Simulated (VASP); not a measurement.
A run of VASP 6.6.1 is set up as follows.

The input INCAR:

```
SYSTEM = Mg2Si
PREC = Accurate
ENCUT = 600
EDIFF = 1E-6
ISMEAR = 0
SIGMA = 0.1
LREAL = .False.
LASPH = .True.
NELM = 120
ALGO = Normal
ISIF = 2
LWAVE = .False.
LCHARG = .False.
GGA = PE
NBANDS = 11
GGA_COMPAT = .False.
```

KPOINTS

```
Automatic mesh
0
Gamma
  6 6 6
  0 0 0
```

Contents of POSCAR:

```
Mg2Si
1.0
    0.0000000000      3.1955000000      3.1955000000
    3.1955000000      0.0000000000      3.1955000000
    3.1955000000      3.1955000000      0.0000000000
Mg Si
2 1
Direct
    0.2500000000      0.2500000000      0.2500000000
    0.7500000000      0.7500000000      0.7500000000
    0.0000000000      0.0000000000      0.0000000000
```

Potentials or basis: VASP PAW PBE potentials, release 64 (Mg, Si).

Command:

```console
$ cat potpaw_PBE.64/Mg/POTCAR potpaw_PBE.64/Si/POTCAR > POTCAR
$ mpirun -np 1 vasp_std > vasp.out
```

(1) What does it give for the pressure?

(2) What does it give for the band gap on the k mesh?

## Answers

(1) -0.8 GPa.

(2) 0.22 eV, indirect (least direct gap 1.76 eV).
